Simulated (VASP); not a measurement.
## Al2BN3: single point with PBE

Crystal: Al2BN3.

```xyz
12
Lattice="2.9675 0.0000 0.0000 -1.4837 2.5699 0.0000 0.0000 0.0000 14.4062" Properties=species:S:1:pos:R:3 pbc="T T T"
Al    1.4837    0.8566    9.5792
Al    0.0000    1.7133    2.3745
Al    0.0000    1.7133    7.0000
Al    0.0000    1.7133   12.1561
B     1.4837    0.8566    0.1872
B     1.4837    0.8566    4.8117
N     1.4837    0.8566    1.7070
N     1.4837    0.8566    6.3315
N     1.4837    0.8566   11.4614
N     0.0000    1.7133    4.2811
N     0.0000    1.7133    8.8822
N     0.0000    1.7133   14.0635
```

```
Program             : VASP 6.6.1
Task                : single point
Functional          : PBE
Potentials or basis : VASP PAW PBE potentials, release 64 (Al, B, N)
Cutoff              : 520 eV
k mesh              : 12 × 12 × 2
Occupations         : gaussian, width 0.02 eV
Spin                : no spin polarisation
```

```
Pressure               : -0.2 GPa
Largest force          : 0.030 eV/Å
Band gap on the k mesh : 4.32 eV
```

Forces on the atoms (eV/Å):
```
Al   0.000  0.000 -0.002
Al   0.000  0.000  0.008
Al   0.000  0.000  0.007
Al   0.000  0.000 -0.003
B    0.000  0.000 -0.029
B    0.000  0.000 -0.025
N    0.000  0.000  0.030
N    0.000  0.000  0.028
N    0.000  0.000  0.003
N    0.000  0.000 -0.012
N    0.000  0.000  0.003
N    0.000  0.000 -0.009
```

Levels at points of the mesh, in eV from the valence-band top:
| k point | band 21 | band 22 | band 23 | band 24 | band 25 | band 26 | band 27 | band 28 |
| --- | --- | --- | --- | --- | --- | --- | --- | --- |
| (0.00, 0.00, 0.00) | -0.21 | -0.21 | 0.00 | 0.00 | 4.32 | 4.80 | 5.35 | 6.77 |
| (0.50, 0.00, 0.00) | -1.34 | -1.31 | -1.16 | -0.80 | 4.35 | 4.73 | 5.21 | 5.44 |
| (0.00, 0.00, 0.50) | -0.20 | -0.20 | 0.00 | 0.00 | 4.53 | 4.61 | 5.39 | 6.51 |
| (0.50, 0.00, 0.50) | -1.45 | -1.37 | -1.02 | -0.85 | 4.50 | 4.76 | 5.13 | 5.44 |

It took 2.4 min on 1 thread of Intel(R) Xeon(R) Platinum 8375C CPU @ 2.90GHz (Ice Lake), on a shared host, peak memory 0.29 GiB.

A k mesh can miss the band edges.
